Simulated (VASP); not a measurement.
Write the native input for VASP 6.6.1 that does the following.

```yaml
Task: relaxation of cell and atoms
Functional: PBE
Potentials_or_basis: VASP PAW PBE potentials, release 64 (Sc_sv, As)
Cutoff: 600 eV
k_mesh: 12 × 12 × 12
Occupations: gaussian, width 0.1 eV
Spin: no spin polarisation
Dipole_correction: no
Further_INCAR_settings: ALGO = Normal; EDIFF = 1e-06; IBRION = 2; EDIFFG = -0.01; NSW = 100; ISIF = 3
```

The structure of ScAs2 lies in POSCAR:

```
ScAs2
1.0
   -2.6540938346      2.6540938346      2.6541879684
    2.6540938346     -2.6540938346      2.6541879684
    2.6540938346      2.6540938346     -2.6541879684
Sc As
1 2
Direct
    0.0000000000      0.0000000000      0.0000000000
    0.0155131117      0.5155131117      0.5000000000
    0.4844868883      0.9844868883      0.5000000000
```

These files were run (other wordings do the same):

INCAR

```
SYSTEM = ScAs2
ALGO = Normal
EDIFF = 1E-6
EDIFFG = -0.01
ENCUT = 600
GGA = PE
IBRION = 2
ISIF = 3
ISMEAR = 0
LASPH = .TRUE.
LCHARG = .FALSE.
LREAL = .FALSE.
LWAVE = .FALSE.
NELM = 100
NSW = 100
PREC = Accurate
SIGMA = 0.1
```

KPOINTS

```
k-points
0
G
  12 12 12
  0 0 0
```

Potentials or basis: VASP PAW PBE potentials, release 64 (Sc_sv, As).

Launch:

```console
$ cat potpaw_PBE.64/Sc_sv/POTCAR potpaw_PBE.64/As/POTCAR > POTCAR
$ mpirun -np 1 vasp_std > vasp.out
```

Results of the run:

```yaml
Relaxed_volume: 24.82 Å³/atom
Relaxed_cell: a = 4.591 Å, b = 4.591 Å, c = 4.591 Å, α = 109.08°, β = 109.08°, γ = 110.26°
Space_group_after_relaxing_to_0.05_Å: I-4m2 (No. 119)
Energy_gained_by_relaxing: 1.8 meV/atom
Ionic_steps: 7
Pressure_after_relaxing: 0.0 GPa
Largest_force_after_relaxing: 0.004 eV/Å
```

Wall time 9.3 min on 1 thread of Intel(R) Xeon(R) Platinum 8488C (Sapphire Rapids), with other jobs on the host, peak memory 0.43 GiB.
